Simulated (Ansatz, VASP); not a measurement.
Two plane-wave programs on Ti

```xyz
1
Lattice="-1.6366 1.6366 1.6366 1.6366 -1.6366 1.6366 1.6366 1.6366 -1.6366" Properties=species:S:1:pos:R:3 pbc="T T T"
Ti    0.0000    0.0000    0.0000
```

Alike in both runs: task single point; functional PBEsol; k mesh 22 × 22 × 22; occupations gaussian, width 0.15 eV; no spin polarisation.

|  | VASP | Ansatz |
| --- | --- | --- |
| version | VASP 6.6.1 | Ansatz 0.2.0 |
| potentials or method | VASP PAW PBE potentials, release 64 (Ti_sv), cutoff 520 eV | scalar-relativistic, plane waves, PAW |
| valence electrons in the cell | 12 | 12 |

Ansatz gave:

* gap on the k mesh at the Fermi level (eV): none
* pressure (GPa): -5.9

Question: Which values does VASP return?

Answer: gap on the k mesh at the Fermi level (eV): none; pressure (GPa): -6.1.

VASP's potentials were made for PBE, not for PBEsol. A gap of «none» marks a metal or a gap that the smearing closes. The functional is the same, so the differences come from potentials, cutoffs and numerics.
